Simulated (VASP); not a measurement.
GaN, 4 atoms in the cell. Symmetry: P6_3mc, No. 186, hexagonal system. Conventional cell: a = 3.107 Å, b = 3.107 Å, c = 5.213 Å, α = 90.00°, β = 90.00°, γ = 120.00°. Within 2.5 Å of Ga (site symmetry 3m) lie 4 N at 1.92 to 1.93 Å. N (site symmetry 3m) has 4 Ga at 1.92 to 1.93 Å within 2.5 Å.  This cell differs from its parent crystal: strained cell.

```yaml
Program: VASP 6.6.1
Task: relaxation of the atoms
Functional: r2SCAN
Potentials_or_basis: VASP PAW PBE potentials, release 64 (Ga_d, N)
Cutoff: 580 eV
k_mesh: 9 × 9 × 4
Occupations: gaussian, width 0.02 eV
Spin: no spin polarisation
Dipole_correction: no
Further_INCAR_settings: ALGO = Normal; EDIFF = 1e-07; IBRION = 2; EDIFFG = -0.002; NSW = 60
```

Potentials or basis: VASP PAW PBE potentials, release 64 (Ga_d, N).

Launch:

```bash
$ cat potpaw_PBE.64/Ga_d/POTCAR potpaw_PBE.64/N/POTCAR > POTCAR
$ cp INCAR.step1 INCAR
$ mpirun -np 1 vasp_std > vasp.out
$ cp INCAR.step2 INCAR
$ mpirun -np 1 vasp_std > vasp.out
```

Hardware: 1 thread of Intel Xeon 8259CL, on a shared host.

**Question.** How long does it take, and how much memory?

**Answer.** Wall time 10 min on 1 thread of Intel Xeon 8259CL, on a shared host, peak memory 0.19 GiB. Counts: k points 36, ion steps 3.
